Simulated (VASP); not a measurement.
# MoS2 in VASP: further runs

The runs below take MoS2 through single point, with HSE06, PBE-based screened hybrid with 10 % exact exchange.

Program: VASP 6.6.1. These are calculated values, not measurements. Logs are shortened: lines on timing, memory, paths and dates and some standing lists are left out, and cuts for length are marked.

## Step 1: The cell of the first run

The typed cell holds 6 atoms: a = 3.173 Å, b = 3.173 Å, c = 12.435 Å, α = 90.00°, β = 90.00°, γ = 120.00°.

## Step 2: Single point, HSE06

Contents of POSCAR:

```
MoS2
1.0
    3.1730083673      0.0000000000      0.0000000000
   -1.5865041836      2.7479058525      0.0000000000
    0.0000000000      0.0000000000     12.4354192521
Mo S
2 4
Direct
    0.6666666667      0.3333333333      0.2500161476
    0.3333333333      0.6666666667      0.7499838524
    0.3333333333      0.6666666667      0.3751203003
    0.6666666667      0.3333333333      0.8750883708
    0.3333333333      0.6666666667      0.1249116292
    0.6666666667      0.3333333333      0.6248796997
```

Contents of INCAR.step1:

```
SYSTEM = MoS2
ALGO = Normal
EDIFF = 1E-5
ENCUT = 520
GGA = PE
ISIF = 2
ISMEAR = 0
KPAR = 4
LASPH = .TRUE.
LCHARG = .FALSE.
LREAL = .FALSE.
LWAVE = .TRUE.
NBANDS = 35
NELM = 100
PREC = Accurate
SIGMA = 0.01
```

Contents of INCAR.step2:

```
SYSTEM = MoS2
ALGO = Normal
EDIFF = 1E-6
ENCUT = 520
GGA = PE
HFSCREEN = 0.2079
ISIF = 2
ISMEAR = 0
ISTART = 1
KPAR = 4
LASPH = .TRUE.
LCHARG = .FALSE.
LHFCALC = .TRUE.
LREAL = .FALSE.
LWAVE = .FALSE.
NBANDS = 35
NELM = 100
PREC = Accurate
PRECFOCK = Fast
SIGMA = 0.01
```

Contents of KPOINTS:

```
k-points
0
G
  6 6 2
  0 0 0
```

Potentials or basis: VASP PAW PBE potentials, release 64 (Mo_sv, S).

Started as:

```bash
$ cat potpaw_PBE.64/Mo_sv/POTCAR potpaw_PBE.64/S/POTCAR > POTCAR
$ cp INCAR.step1 INCAR
$ mpirun -np 4 vasp_std > vasp.out
$ cp INCAR.step2 INCAR
$ mpirun -np 4 vasp_std > vasp.out
```

OUTCAR:

```text
SYSTEM = MoS2
   EDIFF = 1E-6
   ENCUT = 520
   GGA = PE
   HFSCREEN = 0.2079
   ISIF = 2
   ISMEAR = 0
   ISTART = 1
   LASPH = .TRUE.
   LHFCALC = .TRUE.
   LREAL = .FALSE.
   NELM = 100
   PREC = Accurate
   PRECFOCK = Fast

 ion  position               nearest neighbor table
   1  0.667  0.333  0.250-   3 2.40   3 2.40   3 2.40   5 2.40   5 2.40   5 2.40
   2  0.333  0.667  0.750-   6 2.40   6 2.40   6 2.40   4 2.40   4 2.40   4 2.40
   3  0.333  0.667  0.375-   1 2.40   1 2.40   1 2.40
   4  0.667  0.333  0.875-   2 2.40   2 2.40   2 2.40
   5  0.333  0.667  0.125-   1 2.40   1 2.40   1 2.40
   6  0.667  0.333  0.625-   2 2.40   2 2.40   2 2.40

  LATTYP: Found a hexagonal cell.
 ALAT       =     3.1730083673
 C/A-ratio  =     3.9191258933

  Lattice vectors:

 A1 = (   3.1730083673,   0.0000000000,   0.0000000000)
 A2 = (  -1.5865041836,   2.7479058525,   0.0000000000)
 A3 = (   0.0000000000,   0.0000000000,  12.4354192521)

Analysis of symmetry for initial positions (statically):
=====================================================================
 Subroutine PRICEL returns:
 Original cell was already a primitive cell.

 Routine SETGRP: Setting up the symmetry group for a
 hexagonal supercell.

 Subroutine GETGRP returns: Found 12 space group operations
 (whereof 12 operations were pure point group operations)
 out of a pool of 24 trial point group operations.

The static configuration has the point symmetry D_3d.

Analysis of symmetry for dynamics (positions and initial velocities):
=====================================================================
 Subroutine PRICEL returns:
 Original cell was already a primitive cell.

 Routine SETGRP: Setting up the symmetry group for a
 hexagonal supercell.

 Subroutine GETGRP returns: Found 12 space group operations
 (whereof 12 operations were pure point group operations)
 out of a pool of 24 trial point group operations.

The dynamic configuration has the point symmetry D_3d.

 Subroutine INISYM returns: Found 12 space group operations
 (whereof 12 operations are pure point group operations),
 and found     1 'primitive' translations

[... 96 lines left out ...]
   NFREE  =      0    steps in history (QN), initial steepest desc. (CG)
   ISIF   =      2    stress and relaxation
   ISYM   =      3    0-nonsym 1-usesym 2-fastsym
   POTIM  = 0.5000    time-step for ionic-motion
   TEBEG  =    0.0;   TEEND  =   0.0 temperature during run
   PSTRESS=    0.0 pullay stress
   NELECT =      52.0000    total number of electrons
   NUPDOWN=      -1.0000    fix difference up-down
   EMIN   =  10.00;   EMAX   =-10.00  energy-range for DOS
   EFERMI =   0.00;   METHOD = LEGACY
   ISMEAR =     0;   SIGMA  =   0.01  broadening in eV -4-tet -1-fermi 0-gaus
   EFERMI_NEDOS =   21; number of points for ismear=-14 and -15
   IALGO  =     38    algorithm
   IMIX   =      1    mixing-type and parameters
     AMIX     =   0.40;   BMIX     =  1.00
     AMIX_MAG =   1.60;   BMIX_MAG =  1.00
  volume/ion in A,a.u.               =      18.07       121.95
  Fermi-wavevector in a.u.,A,eV,Ry     =   1.281440  2.421570 22.341953  1.642087
  Thomas-Fermi vector in A             =   2.413809
   LORBIT       =      0    0 simple, 1 ext, 2 COOP (PROOUT), +10 PAW based schemes
   GGA     = PE    functional components
   LHFCALC =     T    Hartree Fock is set to
   PRECFOCK=fast      Normal, Fast or Accurate (Low or Medium for compatibility)
   ENCUT4O =  -1.0   cutoff for four orbital integrals eV
   NKREDX  =     1    reduce k-point grid by
   NKREDY  =     1    reduce k-point grid by
   NKREDZ  =     1    reduce k-point grid by
   AEXX    =    0.2500 exact exchange contribution
   HFSCREEN=    0.2079 screening length (either q_TF or 0.3 A-1)
   HFSCREENC=   0.2079 screening length for correlation (either q_TF or 0.3 A-1)
   ENCUTFOCK=  -1.0 apply spherical cutoff to Coloumb kernel
   IVDW    =     0    specifies the selected vdW correction
   LEPSILON=     F    determine dielectric tensor
   LRPA    =     F    only Hartree local field effects (RPA)
 non-spin polarized calculation
 Gauss-broadening in eV      SIGMA  =   0.01
  energy-cutoff  :      520.00
  volume of cell :      108.43
 maximum number of plane-waves:      2944
 NGX is ok and might be reduce to    24
  NGX = 14; NGY = 14; NGZ = 54

 number of electron      51.9999999 magnetization

 Free energy of the ion-electron system (eV)
  ---------------------------------------------------
  ext. energy  EPLUGINS =         0.00000000
  ---------------------------------------------------
  free energy    TOTEN  =       -52.28529354 eV

  energy without entropy =      -52.28529354  energy(sigma->0) =      -52.28529354

 E-fermi :   7.0355     XC(G=0):  -8.8532

 val. band max:        6.9459530684   @ k =   0.0000   0.0000   0.0000
 cond. band min:       8.4430356030   @ k =   0.3333   0.3333   0.0000
 fundamental gap:      1.4970825347
 Fermi energy:         7.0355095293

 k-point     1 :       0.0000    0.0000    0.0000
  band No.  band energies     occupation
      1     -58.5934      2.00000
      2     -58.5933      2.00000
      3     -31.3240      2.00000
      4     -31.3238      2.00000
      5     -31.0694      2.00000
      6     -31.0694      2.00000
[... 521 lines left out ...]
     34      12.1571      0.00000
     35      14.5025      0.00000

------------------------ aborting loop because EDIFF is reached ----------------------------------------

  FORCE on cell =-STRESS in cart. coord.  units (eV):
  Direction    XX          YY          ZZ          XY          YZ          ZX
  --------------------------------------------------------------------------------------
  -------------------------------------------------------------------------------------
  Total       -2.0179052     -2.0179052     -1.2373002     -0.0000000      0.0000000     -0.0000000
  in kB      -29.8179544    -29.8179544    -18.2831982     -0.0000000      0.0000000     -0.0000000
  external PRESSURE =     -25.9730357 kB  Pullay stress =       0.0000000 kB

 VOLUME and BASIS-vectors are now :
 -----------------------------------------------------------------------------
  energy-cutoff  :      520.00
  volume of cell :      108.43
      direct lattice vectors                 reciprocal lattice vectors
     3.173008367  0.000000000  0.000000000     0.315158324  0.181956743  0.000000000
    -1.586504184  2.747905853  0.000000000     0.000000000  0.363913487  0.000000000
     0.000000000  0.000000000 12.435419252     0.000000000  0.000000000  0.080415463

 POSITION                                       TOTAL-FORCE (eV/Angst)
 -----------------------------------------------------------------------------------
      1.58650      0.91597      3.10906        -0.000000      0.000000     -0.000162
     -0.00000      1.83194      9.32636         0.000000     -0.000000      0.000162
     -0.00000      1.83194      4.66478        -0.000000      0.000000     -0.433973
      1.58650      0.91597     10.88209        -0.000000      0.000000     -0.433802
     -0.00000      1.83194      1.55333         0.000000     -0.000000      0.433802
      1.58650      0.91597      7.77064         0.000000     -0.000000      0.433973
 -----------------------------------------------------------------------------------
    total drift:                               -0.000000     -0.000000     -0.000001

  FREE ENERGIE OF THE ION-ELECTRON SYSTEM (eV)
  ---------------------------------------------------
  free  energy   TOTEN  =       -52.2852935413 eV

  energy  without entropy=      -52.2852935413  energy(sigma->0) =      -52.28529354
```

OUTCAR.step1:

```text
SYSTEM = MoS2
   EDIFF = 1E-5
   ENCUT = 520
   GGA = PE
   ISIF = 2
   ISMEAR = 0
[... 757 lines left out ...]
     -0.00000      1.83194      4.66478        -0.000000      0.000000      0.102232
      1.58650      0.91597     10.88209        -0.000000      0.000000      0.102401
     -0.00000      1.83194      1.55333         0.000000     -0.000000     -0.102401
      1.58650      0.91597      7.77064        -0.000000      0.000000     -0.102232
 -----------------------------------------------------------------------------------
    total drift:                                0.000000     -0.000000      0.000000

  FREE ENERGIE OF THE ION-ELECTRON SYSTEM (eV)
  ---------------------------------------------------
  free  energy   TOTEN  =       -43.6317782121 eV

  energy  without entropy=      -43.6317782121  energy(sigma->0) =      -43.63177821
```

Run time: 25 min. Hardware: 4 MPI ranks of Intel Xeon Platinum 8259CL at 2.50GHz (Skylake/Cascade Lake), shared host; peak memory 0.37 GiB.

What came out:

```yaml
Free_energy: -52.2853 eV
Pressure: -2.6 GPa
Largest_force: 0.434 eV/Å
Band_gap_on_the_k_mesh: 1.50 eV (least direct gap 2.09 eV)
```

Forces in eV/Å, atoms in the order of the input:
```
Mo   0.000  0.000  0.000
Mo   0.000  0.000  0.000
S    0.000  0.000 -0.434
S    0.000  0.000 -0.434
S    0.000  0.000  0.434
S    0.000  0.000  0.434
```

Stress tensor (GPa, compression positive):
```
-2.98  0.00  0.00
 0.00 -2.98  0.00
 0.00  0.00 -1.83
```

Levels at points of the mesh, in eV from the valence-band top:
| k point | band 22 | band 23 | band 24 | band 25 | band 26 | band 27 | band 28 | band 29 | band 30 | band 31 |
| --- | --- | --- | --- | --- | --- | --- | --- | --- | --- | --- |
| (0.00, 0.00, 0.00) | -2.36 | -2.36 | -1.48 | -1.17 | 0.00 | 2.84 | 2.84 | 2.86 | 2.86 | 3.02 |
| (0.50, 0.00, 0.00) | -2.82 | -1.96 | -1.78 | -1.55 | -1.42 | 2.24 | 2.29 | 2.70 | 2.95 | 3.75 |
| (0.00, 0.00, 0.50) | -2.38 | -2.38 | -2.38 | -0.31 | -0.31 | 2.84 | 2.84 | 2.84 | 2.84 | 3.11 |
| (0.50, 0.00, 0.50) | -2.95 | -1.87 | -1.87 | -1.48 | -1.48 | 2.26 | 2.26 | 2.84 | 2.84 | 4.10 |

Caveat: the PAW data sets were made with another functional, which shifts forces and pressure a little.

## Step 3: Single point, PBE-based screened hybrid with 10 % exact exchange

POSCAR is that of step 2.

Contents of INCAR.step1:

```
SYSTEM = MoS2
  PREC = Accurate
  ENCUT = 520
  EDIFF = 1E-5
  ISMEAR = 0
  SIGMA = 0.01
  LREAL = .False.
  LASPH = .True.
  NELM = 60
  ALGO = Normal
  ISIF = 2
  LWAVE = .True.
  LCHARG = .False.
  GGA = PE
  NBANDS = 35
  KPAR = 4
```

Contents of INCAR.step2:

```
SYSTEM = MoS2
  PREC = Accurate
  ENCUT = 520
  EDIFF = 1E-6
  ISMEAR = 0
  SIGMA = 0.01
  LREAL = .False.
  LASPH = .True.
  NELM = 60
  ALGO = Normal
  ISIF = 2
  LWAVE = .False.
  LCHARG = .False.
  GGA = PE
  LHFCALC = .True.
  AEXX = 0.1
  HFSCREEN = 0.3
  PRECFOCK = Fast
  ISTART = 1
  NBANDS = 35
  KPAR = 4
```

Contents of KPOINTS:

```
regular mesh
0
Gamma
  6 6 2
  0 0 0
```

Potentials or basis: VASP PAW PBE potentials, release 64 (Mo_sv, S).

Started as:

```bash
$ cat potpaw_PBE.64/Mo_sv/POTCAR potpaw_PBE.64/S/POTCAR > POTCAR
$ cp INCAR.step1 INCAR
$ mpirun -np 4 vasp_std > vasp.out
$ cp INCAR.step2 INCAR
$ mpirun -np 4 vasp_std > vasp.out
```

Run time: 21 min. Hardware: 4 MPI ranks of Intel Xeon Platinum 8259CL at 2.50GHz (Skylake/Cascade Lake), shared host; peak memory 0.37 GiB.

Results (log left out):

```yaml
Free_energy: -46.4201 eV
Pressure: 0.4 GPa
Largest_force: 0.100 eV/Å
Band_gap_on_the_k_mesh: 1.11 eV (least direct gap 1.76 eV)
```

Forces on the atoms (eV/Å):
```
Mo   0.000  0.000  0.000
Mo   0.000  0.000  0.000
S    0.000  0.000 -0.100
S    0.000  0.000 -0.100
S    0.000  0.000  0.100
S    0.000  0.000  0.100
```

Stress tensor (GPa, compression positive):
```
0.03 0.00 0.00
0.00 0.03 0.00
0.00 0.00 1.27
```

Levels at points of the mesh, in eV from the valence-band top:
```
           k point  band 22  band 23  band 24  band 25  band 26  band 27  band 28  band 29  band 30  band 31
(0.00, 0.00, 0.00)    -2.23    -2.23    -1.33    -1.11     0.00     2.32     2.32     2.35     2.35     2.51
(0.50, 0.00, 0.00)    -2.59    -1.81    -1.64    -1.44    -1.32     1.78     1.82     2.21     2.45     3.16
(0.00, 0.00, 0.50)    -2.25    -2.25    -2.25    -0.28    -0.28     2.33     2.33     2.33     2.33     2.60
(0.50, 0.00, 0.50)    -2.71    -1.73    -1.73    -1.37    -1.37     1.80     1.80     2.34     2.34     3.51
```

Caveat: the PAW data sets were made with another functional, which shifts forces and pressure a little.
